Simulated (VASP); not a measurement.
# Al (Pm-3m) in VASP: a series of runs

The runs below take Al through single point, with PBE.

Everything below comes from runs of VASP 6.6.1. Logs are shortened: lines on timing, memory, paths and dates and some standing lists are left out, and cuts for length are marked.

## Step 1: The cell of the first run

It takes space group Pm-3m (No. 221, cubic). The conventional cell has a = 2.722 Å, b = 2.722 Å, c = 2.722 Å, α = 90.00°, β = 90.00°, γ = 90.00°. Al (site symmetry m-3m) has 6 Al at 2.72 Å within 3.6 Å.

## Step 2: Single point, PBE

The input, INCAR:

```
SYSTEM = Al
  ALGO = Normal
  EDIFF = 1E-6
  ENCUT = 500
  GGA = PE
  GGA_COMPAT = .False.
  ISIF = 2
  ISMEAR = -1
  LASPH = .True.
  LCHARG = .False.
  LREAL = .False.
  LWAVE = .False.
  NBANDS = 8
  NELM = 120
  PREC = Accurate
  SIGMA = 0.06122561905347299
```

The input, KPOINTS:

```
k-points
0
Gamma
  20 20 20
  0 0 0
```

The input, POSCAR:

```
Al
1.0
    2.7221236659      0.0000000000      0.0000000000
    0.0000000000      2.7221236659      0.0000000000
    0.0000000000      0.0000000000      2.7221236659
Al
1
Direct
    0.0000000000      0.0000000000      0.0000000000
```

Potentials or basis: VASP PAW PBE potentials, release 64 (Al).

Run with:

```console
> cat potpaw_PBE.64/Al/POTCAR > POTCAR
> mpirun -np 1 vasp_std > vasp.out
```

OUTCAR:

```text
SYSTEM = Al
   EDIFF = 1E-6
   ENCUT = 500
   GGA = PE
   ISIF = 2
   ISMEAR = -1
   LASPH = .True.
   LREAL = .False.
   NELM = 120
   PREC = Accurate

 ion  position               nearest neighbor table
   1  0.000  0.000  0.000-

  LATTYP: Found a simple cubic cell.
 ALAT       =     2.7221236659

  Lattice vectors:

 A1 = (   2.7221236659,   0.0000000000,   0.0000000000)
 A2 = (   0.0000000000,   2.7221236659,   0.0000000000)
 A3 = (   0.0000000000,   0.0000000000,   2.7221236659)

Analysis of symmetry for initial positions (statically):
=====================================================================
 Subroutine PRICEL returns:
 Original cell was already a primitive cell.

 Routine SETGRP: Setting up the symmetry group for a
 simple cubic supercell.

 Subroutine GETGRP returns: Found 48 space group operations
 (whereof 48 operations were pure point group operations)
 out of a pool of 48 trial point group operations.

The static configuration has the point symmetry O_h .

Analysis of symmetry for dynamics (positions and initial velocities):
=====================================================================
 Subroutine PRICEL returns:
 Original cell was already a primitive cell.

 Routine SETGRP: Setting up the symmetry group for a
 simple cubic supercell.

 Subroutine GETGRP returns: Found 48 space group operations
 (whereof 48 operations were pure point group operations)
 out of a pool of 48 trial point group operations.

The dynamic configuration has the point symmetry O_h .

 Subroutine INISYM returns: Found 48 space group operations
 (whereof 48 operations are pure point group operations),
 and found     1 'primitive' translations

----------------------------------------------------------------------------------------

                                     Primitive cell

  volume of cell :      20.1708

  direct lattice vectors                    reciprocal lattice vectors
     2.722123666  0.000000000  0.000000000     0.367360239  0.000000000  0.000000000
     0.000000000  2.722123666  0.000000000     0.000000000  0.367360239  0.000000000
     0.000000000  0.000000000  2.722123666     0.000000000  0.000000000  0.367360239

  length of vectors
     2.722123666  2.722123666  2.722123666     0.367360239  0.367360239  0.367360239
[... 77 lines left out ...]
   ENCUT  =  500.0 eV  36.75 Ry    6.06 a.u.   4.96  4.96  4.96*2*pi/ulx,y,z
   NELM   =    120;   NELMIN=  2; NELMDL= -5     # of ELM steps
   EDIFF  = 0.1E-05   stopping-criterion for ELM
   LREAL  =      F    real-space projection
   EDIFFG = 0.1E-04   stopping-criterion for IOM
   NSW    =      0    number of steps for IOM
   IBRION =     -1    ionic relax: 0-MD 1-quasi-New 2-CG
   NFREE  =      0    steps in history (QN), initial steepest desc. (CG)
   ISIF   =      2    stress and relaxation
   ISYM   =      2    0-nonsym 1-usesym 2-fastsym
   POTIM  = 0.5000    time-step for ionic-motion
   TEBEG  =    0.0;   TEEND  =   0.0 temperature during run
   PSTRESS=    0.0 pullay stress
   NELECT =       3.0000    total number of electrons
   NUPDOWN=      -1.0000    fix difference up-down
   EMIN   =  10.00;   EMAX   =-10.00  energy-range for DOS
   EFERMI =   0.00;   METHOD = LEGACY
   ISMEAR =    -1;   SIGMA  =   0.06  broadening in eV -4-tet -1-fermi 0-gaus
   EFERMI_NEDOS =   21; number of points for ismear=-14 and -15
   IALGO  =     38    algorithm
   IMIX   =      4    mixing-type and parameters
     AMIX     =   0.40;   BMIX     =  1.00
     AMIX_MAG =   1.60;   BMIX_MAG =  1.00
  volume/ion in A,a.u.               =      20.17       136.12
  Fermi-wavevector in a.u.,A,eV,Ry     =   0.867376  1.639103 10.236222  0.752341
  Thomas-Fermi vector in A             =   1.985901
   LORBIT       =      0    0 simple, 1 ext, 2 COOP (PROOUT), +10 PAW based schemes
   GGA     = PE    functional components
   LHFCALC =     F    Hartree Fock is set to
   AEXX    =    0.0000 exact exchange contribution
   IVDW    =     0    specifies the selected vdW correction
   LEPSILON=     F    determine dielectric tensor
   LRPA    =     F    only Hartree local field effects (RPA)
 non-spin polarized calculation
  energy-cutoff  :      500.00
  volume of cell :       20.17
 maximum number of plane-waves:       536
 NGX is ok and might be reduce to    20
   NGX =  9   NGY =  9   NGZ =  9

 number of electron       3.0000000 magnetization

 Free energy of the ion-electron system (eV)
  ---------------------------------------------------
  ext. energy  EPLUGINS =         0.00000000
  ---------------------------------------------------
  free energy    TOTEN  =        -3.37790687 eV

  energy without entropy =       -3.37235565  energy(sigma->0) =       -3.37513126

 E-fermi :   5.6413     XC(G=0):  -9.4208

 val. band max:        5.6000670763   @ k =   0.4500   0.4000   0.2000
 cond. band min:       5.6414995468   @ k =   0.3000   0.0500   0.0500
 fundamental gap:      0.0414324704
 Fermi energy:         5.6412848175

 k-point     1 :       0.0000    0.0000    0.0000
  band No.  band energies     occupation
      1      -3.8980      2.00000
      2      13.6381      0.00000
      3      13.6381      0.00000
      4      14.7691      0.00000
      5      14.7691      0.00000
      6      14.7691      0.00000
      7      21.0185      0.00000
      8      29.5814      0.00000
[... 243 lines left out ...]
 k-point    24 :       0.2000    0.1000    0.0000
  band No.  band energies     occupation
      1      -2.9148      2.00000
      2       8.3885      0.00000
      3      12.0676      0.00000
      4      15.5972      0.00000
      5      16.4480      0.00000
      6      20.0634      0.00000
      7      23.4291      0.00000
      8      24.7348      0.00000

 [... further k-points ...]

------------------------ aborting loop because EDIFF is reached ----------------------------------------

  FORCE on cell =-STRESS in cart. coord.  units (eV):
  Direction    XX          YY          ZZ          XY          YZ          ZX
  --------------------------------------------------------------------------------------
  -------------------------------------------------------------------------------------
  Total       -0.0035947     -0.0035947     -0.0035947      0.0000000      0.0000000      0.0000000
  in kB       -0.2855283     -0.2855283     -0.2855283      0.0000000      0.0000000      0.0000000
  external PRESSURE =      -0.2855283 kB  Pullay stress =       0.0000000 kB

 VOLUME and BASIS-vectors are now :
 -----------------------------------------------------------------------------
  energy-cutoff  :      500.00
  volume of cell :       20.17
      direct lattice vectors                 reciprocal lattice vectors
     2.722123666  0.000000000  0.000000000     0.367360239  0.000000000  0.000000000
     0.000000000  2.722123666  0.000000000     0.000000000  0.367360239  0.000000000
     0.000000000  0.000000000  2.722123666     0.000000000  0.000000000  0.367360239

 POSITION                                       TOTAL-FORCE (eV/Angst)
 -----------------------------------------------------------------------------------
      0.00000      0.00000      0.00000         0.000000      0.000000      0.000000
 -----------------------------------------------------------------------------------
    total drift:                                0.000000      0.000000      0.000000

  FREE ENERGIE OF THE ION-ELECTRON SYSTEM (eV)
  ---------------------------------------------------
  free  energy   TOTEN  =        -3.3779068746 eV

  energy  without entropy=       -3.3723556532  energy(sigma->0) =       -3.37513126
```

stdout:

```text
POSCAR found type information on POSCAR Al
 POSCAR found :  1 types and       1 ions
 scaLAPACK will be used
 LDA part: xc-table for (Slater+PW92), standard interpolation
 POSCAR, INCAR and KPOINTS ok, starting setup
 FFT: planning ... GRIDC
 FFT: planning ... GRID_SOFT
 FFT: planning ... GRID
 WAVECAR not read
 entering main loop
```

It took 15 s on 1 thread of Intel Xeon Platinum 8259CL at 2.50GHz (Skylake/Cascade Lake), shared host; peak memory 0.14 GiB.

Results:

```
Free energy : -3.3779 eV
Pressure    : 0.0 GPa
```

## Step 3: Single point, PBE

This run uses another cell than the first one, of 20.57 Å³/atom, 1.020 times its volume.

The input, INCAR:

```
PREC     = Accurate       # precision mode
ENCUT    = 500            # plane-wave cutoff, eV
EDIFF    = 1E-6           # SCF threshold, eV
ISMEAR   = -1             # smearing method
SIGMA    = 0.06122561905347299 # smearing width, eV
LREAL    = F              # projectors in reciprocal space
LASPH    = T              # aspherical terms in the spheres
NELM     = 120            # most SCF steps
ALGO     = Normal         # electronic algorithm
ISIF     = 2              # what is computed and relaxed
LWAVE    = F              # write WAVECAR
LCHARG   = F              # write CHGCAR
GGA      = PE             # functional
NBANDS   = 8              # bands
GGA_COMPAT= F
```

The input, KPOINTS:

```
regular mesh
0
Gamma
  20 20 20
```

The input, POSCAR:

```
Al
1.0
    2.7401515003      0.0000000000      0.0000000000
    0.0000000000      2.7401515003      0.0000000000
    0.0000000000      0.0000000000      2.7401515003
Al
1
Direct
    0.0000000000      0.0000000000      0.0000000000
```

Potentials or basis: VASP PAW PBE potentials, release 64 (Al).

Run with:

```console
> cat potpaw_PBE.64/Al/POTCAR > POTCAR
> mpirun -np 1 vasp_std > vasp.out
```

Run time: 15 s. Hardware: 1 thread of Intel Xeon Platinum 8259CL at 2.50GHz (Skylake/Cascade Lake), shared host; peak memory 0.14 GiB.

The run converged. Its results:

- Free energy: -3.3764 eV
- Pressure: -1.1 GPa

Levels at points of the mesh, in eV from the Fermi level:
```tsv
k point	band 1	band 2	band 3	band 4	band 5	band 6
(0.00, 0.00, 0.00)	-9.43	7.95	7.95	8.98	8.98	8.98
(0.50, 0.00, 0.00)	-5.17	-4.00	10.46	12.41	12.41	14.07
(0.50, 0.50, 0.00)	-0.53	-0.53	-0.36	2.25	15.87	16.62
(0.50, 0.50, 0.50)	2.81	2.81	2.81	5.59	5.59	5.59
```

## Step 4: Single point, PBE

This run uses another cell than the first one, of 20.98 Å³/atom, 1.040 times its volume.

The input, INCAR:

```
SYSTEM = Al
PREC     = Accurate       ! precision mode
ENCUT    = 500            ! plane-wave cutoff, eV
EDIFF    = 1E-6           ! SCF threshold, eV
ISMEAR   = -1             ! smearing method
SIGMA    = 0.06122561905347299 ! smearing width, eV
LREAL    = .FALSE.        ! projectors in reciprocal space
LASPH    = .TRUE.         ! aspherical terms in the spheres
NELM     = 120            ! most SCF steps
ALGO     = Normal         ! electronic algorithm
ISIF     = 2              ! what is computed and relaxed
LWAVE    = .FALSE.        ! write WAVECAR
LCHARG   = .FALSE.        ! write CHGCAR
GGA      = PE             ! functional
NBANDS   = 8              ! bands
GGA_COMPAT= .FALSE.
```

The input, KPOINTS:

```
regular mesh
0
G
  20 20 20
  0 0 0
```

The input, POSCAR:

```
Al
1.0
    2.7579451905      0.0000000000      0.0000000000
    0.0000000000      2.7579451905      0.0000000000
    0.0000000000      0.0000000000      2.7579451905
Al
1
Direct
    0.0000000000      0.0000000000      0.0000000000
```

Run with:

```console
> cat potpaw_PBE.64/Al/POTCAR > POTCAR
> mpirun -np 1 vasp_std > vasp.out
```

It took 15 s on 1 thread of Intel Xeon Platinum 8259CL at 2.50GHz (Skylake/Cascade Lake), shared host; peak memory 0.14 GiB.

The run converged. Its results:

| Item | Value |
| --- | --- |
| Free energy | -3.3724 eV |
| Pressure | -2.1 GPa |

Levels at points of the mesh, in eV from the Fermi level:
```tsv
k point	band 1	band 2	band 3	band 4	band 5	band 6
(0.00, 0.00, 0.00)	-9.32	7.90	7.90	8.84	8.84	8.84
(0.50, 0.00, 0.00)	-5.14	-3.92	10.38	12.19	12.19	13.94
(0.50, 0.50, 0.00)	-0.52	-0.52	-0.43	2.29	15.56	16.45
(0.50, 0.50, 0.50)	2.75	2.75	2.75	5.58	5.58	5.58
```

## Step 5: Single point, PBE

This run uses another cell than the first one, of 20.98 Å³/atom, 1.040 times its volume.

The input, INCAR:

```
ALGO     = Normal         # electronic algorithm
EDIFF    = 1E-6           # SCF threshold, eV
ENCUT    = 500            # plane-wave cutoff, eV
GGA      = PE             # functional
GGA_COMPAT= F            
ISIF     = 2              # what is computed and relaxed
ISMEAR   = -1             # smearing method
LASPH    = T              # aspherical terms in the spheres
LCHARG   = F              # write CHGCAR
LREAL    = F              # projectors in reciprocal space
LWAVE    = F              # write WAVECAR
NBANDS   = 8              # bands
NELM     = 120            # most SCF steps
PREC     = Accurate       # precision mode
SIGMA    = 0.06122561905347299 # smearing width, eV
```

The input, KPOINTS:

```
k-points
0
Gamma
  20 20 20
```

POSCAR is that of step 4.

Potentials or basis: VASP PAW PBE potentials, release 64 (Al).

Run with:

```console
> cat potpaw_PBE.64/Al/POTCAR > POTCAR
> mpirun -np 1 vasp_std > vasp.out
```

OUTCAR:

```text
EDIFF = 1E-6
   ENCUT = 500
   GGA = PE
   ISIF = 2
   ISMEAR = -1
   LASPH = T
   LREAL = F
   NELM = 120
   PREC = Accurate

 ion  position               nearest neighbor table
   1  0.000  0.000  0.000-

  LATTYP: Found a simple cubic cell.
 ALAT       =     2.7579451905

  Lattice vectors:

 A1 = (   2.7579451905,   0.0000000000,   0.0000000000)
 A2 = (   0.0000000000,   2.7579451905,   0.0000000000)
 A3 = (   0.0000000000,   0.0000000000,   2.7579451905)

[... 440 lines left out ...]
      8      23.9012      0.00000

 [... further k-points ...]

------------------------ aborting loop because EDIFF is reached ----------------------------------------

  FORCE on cell =-STRESS in cart. coord.  units (eV):
  Direction    XX          YY          ZZ          XY          YZ          ZX
  --------------------------------------------------------------------------------------
  -------------------------------------------------------------------------------------
  Total       -0.2737525     -0.2737525     -0.2737525      0.0000000     -0.0000000      0.0000000
  in kB      -20.9079694    -20.9079694    -20.9079694      0.0000000     -0.0000000      0.0000000
  external PRESSURE =     -20.9079694 kB  Pullay stress =       0.0000000 kB

 VOLUME and BASIS-vectors are now :
 -----------------------------------------------------------------------------
  energy-cutoff  :      500.00
  volume of cell :       20.98
      direct lattice vectors                 reciprocal lattice vectors
     2.757945191  0.000000000  0.000000000     0.362588787  0.000000000  0.000000000
     0.000000000  2.757945191  0.000000000     0.000000000  0.362588787  0.000000000
     0.000000000  0.000000000  2.757945191     0.000000000  0.000000000  0.362588787

 POSITION                                       TOTAL-FORCE (eV/Angst)
 -----------------------------------------------------------------------------------
      0.00000      0.00000      0.00000         0.000000      0.000000      0.000000
 -----------------------------------------------------------------------------------
    total drift:                                0.000000     -0.000000      0.000000

  FREE ENERGIE OF THE ION-ELECTRON SYSTEM (eV)
  ---------------------------------------------------
  free  energy   TOTEN  =        -3.3723929494 eV

  energy  without entropy=       -3.3665565057  energy(sigma->0) =       -3.36947473
```

stdout:

```text
POSCAR found type information on POSCAR Al
 POSCAR found :  1 types and       1 ions
 scaLAPACK will be used
 LDA part: xc-table for (Slater+PW92), standard interpolation
 POSCAR, INCAR and KPOINTS ok, starting setup
 FFT: planning ... GRIDC
 FFT: planning ... GRID_SOFT
 FFT: planning ... GRID
 WAVECAR not read
 entering main loop
```

Wall time 16 s (1 thread of Intel Xeon Platinum 8259CL at 2.50GHz (Skylake/Cascade Lake), shared host); peak memory 0.14 GiB.

Results:

```
Free energy : -3.3724 eV
Pressure    : -2.1 GPa
```

## Step 6: Summary

| cell | gap on the mesh (eV) | pressure (GPa) |
| --- | --- | --- |
| a = 2.722 Å, 1 atom | none | 0.0 |
| a = 2.740 Å, 1 atom | none | -1.1 |
| a = 2.758 Å, 1 atom | none | -2.1 |

Alike in all rows: task single point; level PBE; potentials or basis VASP PAW PBE potentials, release 64 (Al); no spin polarisation; k mesh 20 × 20 × 20; cutoff (eV) 500; smearing fermi-dirac 0.0612256 eV.

Total energies depend on the potentials used, so only differences within one code and one set of settings carry meaning.
